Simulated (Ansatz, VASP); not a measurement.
# WSe2: VASP beside Ansatz

```
Se W
1.0
     3.28549    0.00000    0.00000
    -1.64275    2.84532    0.00000
     0.00000    0.00000   24.23865
Se W
4 2
Cartesian
  0.0000 1.8969 4.5000
  0.0000 1.8969 7.8693
  -0.5476 3.7938 11.4293
  -0.5476 3.7938 14.7986
  1.6427 0.9484 6.1847
  1.0952 2.8453 13.1140
```

Alike in both runs: task single point; functional PBE; dispersion D3(BJ); k mesh 9 × 9 × 1; occupations gaussian, width 0.05 eV; no spin polarisation.

```csv
,VASP,Ansatz
version,VASP 6.6.1,Ansatz 0.2.0
potentials or method,"VASP PAW PBE potentials, release 64 (Se, W_sv), cutoff 520 eV","scalar-relativistic, plane waves, PAW"
valence electrons in the cell,52,92
```

```csv
,VASP,Ansatz,Ansatz less VASP
gap on the k mesh at the Fermi level (eV),1.56,1.56,-0.001
least direct gap on the mesh (eV),1.65,1.65,+0.004
rms of the force components (eV/Å),0.044,0.028,-0.0161
```

VASP's potentials hold 52 valence electrons a cell and Ansatz's 92, so a difference there can come from the potentials and not from the codes.

Spin-orbit coupling is off throughout.
